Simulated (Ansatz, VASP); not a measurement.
**CaMg: VASP beside Ansatz**

File INCAR:

```
ALGO     = Fast           # electronic algorithm
EDIFF    = 1E-7           # SCF threshold, eV
ENCUT    = 520            # plane-wave cutoff, eV
GGA      = CA             # functional
ISIF     = 2              # what is computed and relaxed
ISMEAR   = 0              # smearing method
LASPH    = True           # aspherical terms in the spheres
LCHARG   = False          # write CHGCAR
LREAL    = False          # projectors in reciprocal space
LWAVE    = False          # write WAVECAR
NBANDS   = 13             # bands
NELM     = 60             # most SCF steps
PREC     = Accurate       # precision mode
SIGMA    = 0.15           # smearing width, eV
```

Contents of KPOINTS:

```
k-points
0
Gamma
  14 14 14
```

POSCAR

```
CaMg
1.0
    3.7227363685      0.0000000000      0.0000000000
    0.0000000000      3.7227363685      0.0000000000
    0.0000000000      0.0000000000      4.5864112060
Ca Mg
1 1
Direct
    0.0000000000      0.0000000000      0.0000000000
    0.5000000000      0.5000000000      0.5000000000
```

Input for Ansatz:

```yaml
crystal:
  lattice:
    - [3.7227363685, 0.0, 0.0]
    - [0.0, 3.7227363685, 0.0]
    - [0.0, 0.0, 4.586411206]
  atoms:
    - { symbol: Ca, position: [0.0, 0.0, 0.0] }
    - { symbol: Mg, position: [0.5, 0.5, 0.5] }
basis:
  ecutwfc: 520.0
kpoints:
  mp_grid: { grid: [14, 14, 14] }
hamiltonian:
  xc: lda
scf:
  occupations: { method: gaussian, width: 0.15 }
output:
  forces: true
  stress: true
  eigenvalues: true
  write_density: true
  write_potential: true
  elf: true
  volumetric_format: npy
```

Alike in both runs: task single point; functional LDA; k mesh 14 × 14 × 14; occupations gaussian, width 0.15 eV; no spin polarisation.

|  | VASP | Ansatz |
| --- | --- | --- |
| version | VASP 6.6.1 | Ansatz 0.2.0 |
| potentials or method | VASP PAW LDA potentials, release 64 (Ca_sv, Mg), cutoff 520 eV | scalar-relativistic, plane waves, PAW |
| valence electrons in the cell | 12 | 20 |

```tsv
	VASP	Ansatz	Ansatz less VASP
gap on the k mesh at the Fermi level (eV)	none	none	-
pressure (GPa)	-2.5	-2.3	+0.18
traceless stress, the component that is largest in VASP (GPa)	-0.75	-0.71	+0.037
```

LDA's correlation is that of Perdew and Zunger in VASP and of Perdew and Wang (1992) in Ansatz. A gap of «none» marks a metal or a gap that the smearing closes. VASP's potentials hold 12 valence electrons a cell and Ansatz's 20, so a difference there can come from the potentials and not from the codes.
